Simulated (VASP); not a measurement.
Input of a VASP 6.6.1 run:

INCAR

```
ALGO     = Normal         # electronic algorithm
EDIFF    = 1E-7           # SCF threshold, eV
EDIFFG   = -0.01          # ionic threshold
ENCUT    = 600            # plane-wave cutoff, eV
GGA      = PE             # functional
IBRION   = 2              # ionic algorithm
ISIF     = 3              # what is computed and relaxed
ISMEAR   = 0              # smearing method
LASPH    = True           # aspherical terms in the spheres
LCHARG   = False          # write CHGCAR
LREAL    = False          # projectors in reciprocal space
LWAVE    = False          # write WAVECAR
NELM     = 100            # most SCF steps
NSW      = 100            # ionic steps
PREC     = Accurate       # precision mode
SIGMA    = 0.1            # smearing width, eV
```

Contents of KPOINTS:

```
k-points
0
Gamma
  12 12 6
```

The input POSCAR:

```
ZnAg2S2
1.0
    3.8940417598      0.0000000000      0.0000000000
   -1.9470208799      3.3723390874      0.0000000000
    0.0000000000      0.0000000000      7.0804663902
Zn Ag S
1 2 2
Direct
    0.0000000000      0.0000000000      0.0000000000
    0.6666666667      0.3333333333      0.3824608578
    0.3333333333      0.6666666667      0.6175391422
    0.3333333333      0.6666666667      0.1907704531
    0.6666666667      0.3333333333      0.8092295469
```

Potentials or basis: VASP PAW PBE potentials, release 64 (Zn, Ag, S).

Command:

```bash
$ cat potpaw_PBE.64/Zn/POTCAR potpaw_PBE.64/Ag/POTCAR potpaw_PBE.64/S/POTCAR > POTCAR
$ mpirun -np 1 vasp_std > vasp.out
```

Q: Predict the relaxed volume.

A: 18.57 Å³/atom.

Q: What does it give for the band gap on the k mesh?

A: Zero (bands 23 and 24 overlap by 0.18 eV).

Q: What does it give for the relaxed cell?

A: a = 3.892 Å, b = 3.892 Å, c = 7.079 Å, α = 90.00°, β = 90.00°, γ = 120.00°.

Q: Predict the space group after relaxing (to 0.1 Å).

A: P-3m1 (No. 164).

Forces on the atoms (eV/Å):
```
Zn   0.000  0.000  0.000
Ag   0.000  0.000  0.001
Ag   0.000  0.000 -0.001
S    0.000  0.000  0.010
S    0.000  0.000 -0.010
```
